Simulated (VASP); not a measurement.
# K (Im-3m) in VASP: single point with PBE

Aim: the single point of K with PBE.

Everything below comes from runs of VASP 6.6.1. Logs are shortened: lines on timing, memory, paths and dates and some standing lists are left out, and cuts for length are marked.

### Step 1. The cell of the first run

Symmetry: Im-3m, No. 229, cubic system. The conventional cell has a = 5.297 Å, b = 5.297 Å, c = 5.297 Å, α = 90.00°, β = 90.00°, γ = 90.00°.

### Step 2. Single point, PBE

Input file INCAR:

```
PREC = Accurate ; ENCUT = 520
EDIFF = 1E-7 ; ISMEAR = -1
SIGMA = 0.13605693000000002 ; LREAL = False
LASPH = True ; NELM = 100
ALGO = Normal ; ISIF = 2
LWAVE = False ; LCHARG = False
GGA = PE ; NBANDS = 10
```

Input file KPOINTS:

```
regular mesh
0
Gamma
  9 9 9
```

Input file POSCAR:

```
K
1.0
   -2.6485336613      2.6485336613      2.6485336613
    2.6485336613     -2.6485336613      2.6485336613
    2.6485336613      2.6485336613     -2.6485336613
K
1
Direct
    0.0000000000      0.0000000000      0.0000000000
```

Potentials or basis: VASP PAW PBE potentials, release 64 (K_sv).

On the command line:

```
cat potpaw_PBE.64/K_sv/POTCAR > POTCAR
mpirun -np 1 vasp_std > vasp.out
```

OUTCAR:

```text
PREC = Accurate
   ENCUT = 520
   EDIFF = 1E-7
   ISMEAR = -1
   LREAL = False
   LASPH = True
   NELM = 100
   ISIF = 2
   GGA = PE

 ion  position               nearest neighbor table
   1  0.000  0.000  0.000-

  LATTYP: Found a body centered cubic cell.
 ALAT       =     5.2970673226

  Lattice vectors:

 A1 = (  -2.6485336613,   2.6485336613,   2.6485336613)
 A2 = (   2.6485336613,  -2.6485336613,   2.6485336613)
 A3 = (   2.6485336613,   2.6485336613,  -2.6485336613)

Analysis of symmetry for initial positions (statically):
=====================================================================
 Subroutine PRICEL returns:
 Original cell was already a primitive cell.

 Routine SETGRP: Setting up the symmetry group for a
 body centered cubic supercell.

 Subroutine GETGRP returns: Found 48 space group operations
 (whereof 48 operations were pure point group operations)
 out of a pool of 48 trial point group operations.

The static configuration has the point symmetry O_h .

Analysis of symmetry for dynamics (positions and initial velocities):
=====================================================================
 Subroutine PRICEL returns:
 Original cell was already a primitive cell.

 Routine SETGRP: Setting up the symmetry group for a
 body centered cubic supercell.

 Subroutine GETGRP returns: Found 48 space group operations
 (whereof 48 operations were pure point group operations)
 out of a pool of 48 trial point group operations.

The dynamic configuration has the point symmetry O_h .

 Subroutine INISYM returns: Found 48 space group operations
 (whereof 48 operations are pure point group operations),
 and found     1 'primitive' translations

----------------------------------------------------------------------------------------

                                     Primitive cell

  volume of cell :      74.3150

  direct lattice vectors                    reciprocal lattice vectors
    -2.648533661  2.648533661  2.648533661     0.000000000  0.188783706  0.188783706
     2.648533661 -2.648533661  2.648533661     0.188783706  0.000000000  0.188783706
     2.648533661  2.648533661 -2.648533661     0.188783706  0.188783706  0.000000000

  length of vectors
     4.587394867  4.587394867  4.587394867     0.266980477  0.266980477  0.266980477

  position of ions in fractional coordinates (direct lattice)
     0.000000000  0.000000000  0.000000000

  ion indices of the primitive-cell ions
   primitive index   ion index
                 1           1

----------------------------------------------------------------------------------------

 KPOINTS: regular mesh

Automatic generation of k-mesh.
 Grid dimensions read from file:
 generate k-points for:    9    9    9

 Generating k-lattice:

  Cartesian coordinates                     Fractional coordinates (reciprocal lattice)
     0.000000000  0.020975967  0.020975967     0.111111111  0.000000000  0.000000000
     0.020975967  0.000000000  0.020975967     0.000000000  0.111111111  0.000000000
     0.020975967  0.020975967  0.000000000     0.000000000  0.000000000  0.111111111

  Length of vectors
     0.029664497  0.029664497  0.029664497

  Shift w.r.t. Gamma in fractional coordinates (k-lattice)
     0.000000000  0.000000000  0.000000000

 Subroutine IBZKPT returns following result:
 ===========================================

 Found     35 irreducible k-points:

 Following reciprocal coordinates:
            Coordinates               Weight
  0.000000  0.000000  0.000000      1.000000
  0.111111  0.000000  0.000000     12.000000
  0.222222  0.000000  0.000000     12.000000
  0.333333  0.000000  0.000000     12.000000
  0.444444  0.000000  0.000000     12.000000
  0.111111  0.111111  0.000000     24.000000
[... 16 lines left out ...]
 -0.333333  0.444444  0.111111     48.000000
 -0.444444 -0.444444  0.111111     24.000000
 [... further k-points ...]
   k-points           NKPTS =     35   k-points in BZ     NKDIM =     35   number of bands    NBANDS=     10
   number of dos      NEDOS =    301   number of ions     NIONS =      1
   total plane-waves  NPLWV =  46656
   dimension x,y,z NGX =    36 NGY =   36 NGZ =   36
   dimension x,y,z NGXF=    72 NGYF=   72 NGZF=   72
   ions per type =               1
   NGX,Y,Z   is equivalent  to a cutoff of  13.05, 13.05, 13.05 a.u.
   NGXF,Y,Z  is equivalent  to a cutoff of  26.09, 26.09, 26.09 a.u.
 SYSTEM =  unknown system
   PREC   = accura    normal or accurate (medium, high low for compatibility)
   ISTART =      0    job   : 0-new  1-cont  2-samecut
   ICHARG =      2    charge: 1-file 2-atom 10-const
   ISPIN  =      1    spin polarized calculation?
   LNONCOLLINEAR =      F non collinear calculations
   LSORBIT =      F    spin-orbit coupling
   LASPH  =      T    aspherical Exc in radial PAW
   ENCUT  =  520.0 eV  38.22 Ry    6.18 a.u.   8.53  8.53  8.53*2*pi/ulx,y,z
   NELM   =    100;   NELMIN=  2; NELMDL= -5     # of ELM steps
   EDIFF  = 0.1E-06   stopping-criterion for ELM
   LREAL  =      F    real-space projection
   EDIFFG = 0.1E-05   stopping-criterion for IOM
   NSW    =      0    number of steps for IOM
   IBRION =     -1    ionic relax: 0-MD 1-quasi-New 2-CG
   NFREE  =      0    steps in history (QN), initial steepest desc. (CG)
   ISIF   =      2    stress and relaxation
   ISYM   =      2    0-nonsym 1-usesym 2-fastsym
   POTIM  = 0.5000    time-step for ionic-motion
   TEBEG  =    0.0;   TEEND  =   0.0 temperature during run
   PSTRESS=    0.0 pullay stress
   NELECT =       9.0000    total number of electrons
   NUPDOWN=      -1.0000    fix difference up-down
   EMIN   =  10.00;   EMAX   =-10.00  energy-range for DOS
   EFERMI =   0.00;   METHOD = LEGACY
   ISMEAR =    -1;   SIGMA  =   0.14  broadening in eV -4-tet -1-fermi 0-gaus
   EFERMI_NEDOS =   21; number of points for ismear=-14 and -15
   IALGO  =     38    algorithm
   IMIX   =      4    mixing-type and parameters
     AMIX     =   0.40;   BMIX     =  1.00
     AMIX_MAG =   1.60;   BMIX_MAG =  1.00
  volume/ion in A,a.u.               =      74.31       501.50
  Fermi-wavevector in a.u.,A,eV,Ry     =   0.809960  1.530602  8.925898  0.656035
  Thomas-Fermi vector in A             =   1.919047
   LORBIT       =      0    0 simple, 1 ext, 2 COOP (PROOUT), +10 PAW based schemes
   GGA     = PE    functional components
   LHFCALC =     F    Hartree Fock is set to
   AEXX    =    0.0000 exact exchange contribution
   IVDW    =     0    specifies the selected vdW correction
   LEPSILON=     F    determine dielectric tensor
   LRPA    =     F    only Hartree local field effects (RPA)
 non-spin polarized calculation
  energy-cutoff  :      520.00
  volume of cell :       74.31
 maximum number of plane-waves:      2022
 NGX is ok and might be reduce to    36
   NGX = 17   NGY = 17   NGZ = 17

 number of electron       9.0000002 magnetization

 Free energy of the ion-electron system (eV)
  ---------------------------------------------------
  ext. energy  EPLUGINS =         0.00000000
  ---------------------------------------------------
  free energy    TOTEN  =        -1.07188414 eV

  energy without entropy =       -1.02616494  energy(sigma->0) =       -1.04902454

 E-fermi :  -0.1410     XC(G=0):  -5.6262

 val. band max:       -0.2023071555   @ k =  -0.3333   0.4444   0.1111
 cond. band min:      -0.0932230704   @ k =   0.4444   0.0000   0.0000
 fundamental gap:      0.1090840851
 Fermi energy:        -0.1409677543

 k-point     1 :       0.0000    0.0000    0.0000
  band No.  band energies     occupation
      1     -32.2797      2.00000
      2     -15.7301      2.00000
      3     -15.7301      2.00000
      4     -15.7301      2.00000
      5      -2.2839      2.00000
      6       4.1420      0.00000
      7       4.1420      0.00000
      8       4.1420      0.00000
      9       5.0448      0.00000
     10       5.0448      0.00000

 k-point     2 :       0.1111    0.0000    0.0000
  band No.  band energies     occupation
      1     -32.2793      2.00000
      2     -15.7378      2.00000
      3     -15.7327      2.00000
      4     -15.7301      2.00000
      5      -2.1320      2.00000
      6       3.8872      0.00000
      7       3.9513      0.00000
      8       4.2623      0.00000
      9       4.8320      0.00000
     10       5.0079      0.00000

 k-point     3 :       0.2222    0.0000    0.0000
  band No.  band energies     occupation
      1     -32.2781      2.00000
      2     -15.7572      2.00000
      3     -15.7392      2.00000
      4     -15.7300      2.00000
      5      -1.6881      1.99998
      6       3.0380      0.00000
      7       3.5679      0.00000
      8       4.6168      0.00000
      9       4.8398      0.00000
     10       4.9842      0.00000

 k-point     4 :       0.3333    0.0000    0.0000
  band No.  band energies     occupation
      1     -32.2768      2.00000
      2     -15.7790      2.00000
      3     -15.7466      2.00000
      4     -15.7300      2.00000
      5      -0.9874      1.99603
      6       2.0073      0.00000
      7       3.2300      0.00000
      8       4.8804      0.00000
      9       5.0987      0.00000
     10       5.1868      0.00000
[... 222 lines left out ...]
 k-point    22 :      -0.4444    0.4444    0.1111
  band No.  band energies     occupation
      1     -32.2756      2.00000
      2     -15.7911      2.00000
      3     -15.7544      2.00000
      4     -15.7356      2.00000
      5       0.0355      0.42944
      6       1.0517      0.00031
      7       3.0774      0.00000
      8       4.0158      0.00000
      9       5.3381      0.00000
     10       5.9198      0.00000

 k-point    23 :      -0.3333    0.4444    0.1111
  band No.  band energies     occupation
      1     -32.2755      2.00000
      2     -15.7835      2.00000
      3     -15.7581      2.00000
      4     -15.7405      2.00000
      5      -0.2023      1.22168
      6       1.6849      0.00000
      7       2.7212      0.00000
      8       4.0909      0.00000
      9       4.9419      0.00000
     10       5.5575      0.00000

 k-point    24 :      -0.4444   -0.4444    0.1111
  band No.  band energies     occupation
      1     -32.2751      2.00000
      2     -15.7887      2.00000
      3     -15.7616      2.00000
      4     -15.7404      2.00000
      5       0.7159      0.00367
      6       0.7387      0.00311
      7       2.5874      0.00000
      8       4.0254      0.00000
      9       5.1225      0.00000
     10       5.6197      0.00000

 [... further k-points ...]
[... 5 lines left out ...]
  --------------------------------------------------------------------------------------
  -------------------------------------------------------------------------------------
  Total       -0.0098271     -0.0098271     -0.0098271     -0.0000000      0.0000000     -0.0000000
  in kB       -0.2118642     -0.2118642     -0.2118642     -0.0000000      0.0000000     -0.0000000
  external PRESSURE =      -0.2118642 kB  Pullay stress =       0.0000000 kB

 VOLUME and BASIS-vectors are now :
 -----------------------------------------------------------------------------
  energy-cutoff  :      520.00
  volume of cell :       74.31
      direct lattice vectors                 reciprocal lattice vectors
    -2.648533661  2.648533661  2.648533661     0.000000000  0.188783706  0.188783706
     2.648533661 -2.648533661  2.648533661     0.188783706  0.000000000  0.188783706
     2.648533661  2.648533661 -2.648533661     0.188783706  0.188783706  0.000000000

 POSITION                                       TOTAL-FORCE (eV/Angst)
 -----------------------------------------------------------------------------------
      0.00000      0.00000      0.00000         0.000000     -0.000000      0.000000
 -----------------------------------------------------------------------------------
    total drift:                               -0.000000     -0.000000      0.000000

  FREE ENERGIE OF THE ION-ELECTRON SYSTEM (eV)
  ---------------------------------------------------
  free  energy   TOTEN  =        -1.0718841393 eV

  energy  without entropy=       -1.0261649364  energy(sigma->0) =       -1.04902454
```

Wall time 23 s (1 thread of AMD EPYC 7R13 (Zen 3), shared host); peak memory 0.17 GiB.

What came out:

```yaml
Free_energy: -1.0719 eV
Pressure: 0.0 GPa
```
